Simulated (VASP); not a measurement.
Wanted: the native input for a VASP 6.6.1 run.

| Quantity | Value |
| --- | --- |
| Task | relaxation of cell and atoms |
| Functional | PBE |
| Potentials or basis | VASP PAW PBE potentials, release 64 (Sn_d, Te) |
| Cutoff | 600 eV |
| k mesh | 12 × 12 × 6 |
| Occupations | gaussian, width 0.01 eV |
| Spin | no spin polarisation |
| Dipole correction | no |
| Further INCAR settings | ALGO = Normal; EDIFF = 1e-07; IBRION = 2; EDIFFG = -0.01; NSW = 65; ISIF = 3 |

The structure of SnTe lies in POSCAR:

```
SnTe
1.0
    4.5323837212      0.0000000000      0.0000000000
   -2.2661918606      3.9251594423      0.0000000000
    0.0000000000      0.0000000000      7.4029699012
Sn Te
2 2
Direct
    0.0000000000      0.0000000000      0.0000000000
    0.3333333333      0.6666666667      0.5000000000
    0.6666666667      0.3333333333      0.2500000000
    0.6666666667      0.3333333333      0.7500000000
```

These files were run (other wordings do the same):

INCAR

```
SYSTEM = SnTe
PREC     = Accurate       ! precision mode
ENCUT    = 600            ! plane-wave cutoff, eV
EDIFF    = 1E-7           ! SCF threshold, eV
ISMEAR   = 0              ! smearing method
SIGMA    = 0.01           ! smearing width, eV
LREAL    = .FALSE.        ! projectors in reciprocal space
LASPH    = .TRUE.         ! aspherical terms in the spheres
NELM     = 100            ! most SCF steps
ALGO     = Normal         ! electronic algorithm
ISIF     = 3              ! what is computed and relaxed
LWAVE    = .FALSE.        ! write WAVECAR
LCHARG   = .FALSE.        ! write CHGCAR
GGA      = PE             ! functional
IBRION   = 2              ! ionic algorithm
NSW      = 65             ! ionic steps
EDIFFG   = -0.01          ! ionic threshold
```

KPOINTS

```
Automatic mesh
0
G
  12 12 6
  0 0 0
```

Potentials or basis: VASP PAW PBE potentials, release 64 (Sn_d, Te).

The run is started by

```sh
$ cat potpaw_PBE.64/Sn_d/POTCAR potpaw_PBE.64/Te/POTCAR > POTCAR
$ mpirun -np 1 vasp_std > vasp.out
```

It gave:

```
Relaxed volume                        : 33.32 Å³/atom
Relaxed cell                          : a = 4.385 Å, b = 4.385 Å, c = 8.006 Å, α = 90.00°, β = 90.00°, γ = 120.00°
Space group after relaxing (to 0.1 Å) : P6_3/mmc (No. 194)
Energy gained by relaxing             : 49.5 meV/atom
Ionic steps                           : 5
Pressure after relaxing               : 0.0 GPa
Band gap on the k mesh                : zero (bands 20 and 21 overlap by 0.27 eV)
```

Caveat: semilocal functionals underestimate gaps, so a narrow gap can read as zero; spin-orbit coupling is left out, which moves the levels of the heavy elements.

Run time: 7.3 min on 1 thread of Intel(R) Xeon(R) 6975P-C (Granite Rapids) (shared host), peak memory 0.47 GiB.
